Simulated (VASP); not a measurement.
## MgZnO4: single point with PBE

Crystal: MgZnO4.

```xyz
6
Lattice="3.4351 0.0000 0.0000 0.0000 3.4351 0.0000 0.0000 0.0000 4.9302" Properties=species:S:1:pos:R:3 pbc="T T T"
Mg    0.0000    0.0000    0.0000
Zn    1.7176    1.7176    2.4651
O     1.7176    0.0000    3.6181
O     0.0000    1.7176    1.3120
O     1.7176    0.0000    1.3120
O     0.0000    1.7176    3.6181
```

The cell was generated, and may not be a known phase.

```
Program                : VASP 6.6.1
Task                   : single point
Functional             : PBE
Potentials or basis    : VASP PAW PBE potentials, release 64 (Mg, Zn, O)
Cutoff                 : 520 eV
k mesh                 : 6 × 6 × 4
Occupations            : gaussian, width 0.1 eV
Spin                   : collinear spin, ferromagnetic start
Starting moments       : [0.0, 0.0, 1.0, 1.0, 1.0, 1.0] μB
Dipole correction      : no
Further INCAR settings : ALGO = Normal; EDIFF = 1e-06; NBANDS = 32
```

The pressure is 11.9 GPa, the largest force is 1.132 eV/Å and the net moment is 3.89 μB per cell. The site moments are Mg -0.01; Zn +0.13; O +0.83 μB and the valence electrons inside the program's atomic spheres are Mg 0.35; Zn 10.79; O 4.88.

Forces on the atoms (eV/Å):
```
Mg   0.000  0.000  0.000
Zn   0.000  0.000  0.000
O    0.000  0.000  1.132
O    0.000  0.000 -1.132
O    0.000  0.000 -1.132
O    0.000  0.000  1.132
```

Stress tensor (GPa, compression positive):
```
12.47  0.00  0.00
 0.00 12.47  0.00
 0.00  0.00 10.66
```

Levels at points of the mesh, in eV from the Fermi level:
Spin up:
```
           k point  band 17  band 18  band 19  band 20  band 21  band 22  band 23  band 24  band 25  band 26
(0.00, 0.00, 0.00)    -1.09    -1.09    -0.18    -0.15    -0.15     5.65     9.13    11.26    11.82    12.23
(0.50, 0.00, 0.00)    -2.31    -2.14    -0.96    -0.72    -0.32     8.79    10.36    10.42    11.74    13.99
(0.50, 0.50, 0.00)    -0.35    -0.35    -0.30     0.03     0.08     7.60    10.00    11.56    11.96    11.96
(0.00, 0.00, 0.50)    -1.28    -0.97    -0.97    -0.29    -0.29     7.34     8.32    10.38    10.69    14.19
(0.50, 0.00, 0.50)    -2.38    -2.24    -1.78    -1.66    -1.23     9.09    10.14    11.05    11.55    15.06
(0.50, 0.50, 0.50)    -1.88    -0.41    -0.20    -0.12     0.13     9.27    10.36    11.52    12.52    13.93
```
Spin down:
| k point | band 14 | band 15 | band 16 | band 17 | band 18 | band 19 | band 20 | band 21 |
| --- | --- | --- | --- | --- | --- | --- | --- | --- |
| (0.00, 0.00, 0.00) | -1.26 | -1.08 | 0.37 | 0.47 | 0.47 | 1.47 | 1.47 | 1.55 |
| (0.50, 0.00, 0.00) | -1.51 | -1.46 | -1.27 | -0.99 | -0.78 | 0.42 | 0.93 | 1.30 |
| (0.50, 0.50, 0.00) | -3.61 | -3.42 | 1.17 | 1.28 | 1.28 | 1.53 | 1.69 | 1.70 |
| (0.00, 0.00, 0.50) | -1.62 | -1.62 | -0.07 | 0.04 | 0.61 | 0.61 | 1.31 | 1.31 |
| (0.50, 0.00, 0.50) | -1.81 | -1.66 | -1.10 | -1.07 | -1.02 | -0.48 | -0.46 | 0.08 |
| (0.50, 0.50, 0.50) | -2.09 | -2.09 | -0.55 | -0.55 | 1.38 | 1.40 | 1.46 | 1.82 |

Wall time 79 s on 1 thread of AMD EPYC 9R45 96-Core Processor (Zen 5), on a shared host, peak memory 0.22 GiB.

Caveat: the cell stands under pressure; forces of over 1 eV/Å act on the atoms, so gaps and moduli don't describe the material at rest.
